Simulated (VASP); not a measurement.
NbBiF:

```
Nb Bi F
1.0
     4.83531    0.00000    0.00000
    -2.41765    4.18750    0.00000
     0.00000    0.00000    3.10171
Nb Bi F
1 1 1
Direct
  0.33333 0.66667 0.50000
  0.66667 0.33333 0.50000
  0.00000 0.00000 0.00000
```

The cell was generated, and may not be a known phase.

```yaml
Program: VASP 6.6.1
Task: relaxation of cell and atoms
Functional: PBE
Potentials_or_basis: VASP PAW PBE potentials, release 64 (Nb_sv, Bi_d, F)
Cutoff: 600 eV
k_mesh: 6 × 6 × 6
Occupations: gaussian, width 0.1 eV
Spin: collinear spin
Starting_moments: "[0.32, 0.0, 0.0] μB"
```

At the start: pressure -0.9 GPa; volume 20.93 Å³/atom.

**Question.** How do energy, volume and symmetry change on relaxing?

**Answer.** Over 6 steps the energy falls by 26.1 meV/atom and the volume is 20.46 Å³/atom (-2.3 %); space group P-6m2 (No. 187, to 0.1 Å) before and after; moment 0.29 μB per cell.

The path:
```csv
step,energy change (eV),largest force (eV/Å),pressure (GPa),volume (Å³)
1,0.0000,0.0000,-0.87,62.80
2,-0.0768,0.0000,-0.52,61.70
3,-0.0774,0.0000,-0.56,61.79
4,-0.0774,0.0000,-0.60,61.81
5,-0.0779,0.0000,0.36,61.13
6,-0.0782,0.0000,0.00,61.37
```

Final structure:
```cif
data_structure
_symmetry_space_group_name_H-M 'P 1'
_symmetry_Int_Tables_number 1
_cell_length_a 4.8875
_cell_length_b 4.8875
_cell_length_c 2.9666
_cell_angle_alpha 90.000
_cell_angle_beta 90.000
_cell_angle_gamma 120.000
_cell_volume 61.37
loop_
_atom_site_label
_atom_site_type_symbol
_atom_site_fract_x
_atom_site_fract_y
_atom_site_fract_z
_atom_site_occupancy
Nb1 Nb 0.33333 0.66667 0.50000 1
Bi1 Bi 0.66667 0.33333 0.50000 1
F1 F 0.00000 0.00000 0.00000 1
```

Caveat: a moment this small can come from the mesh or the smearing.
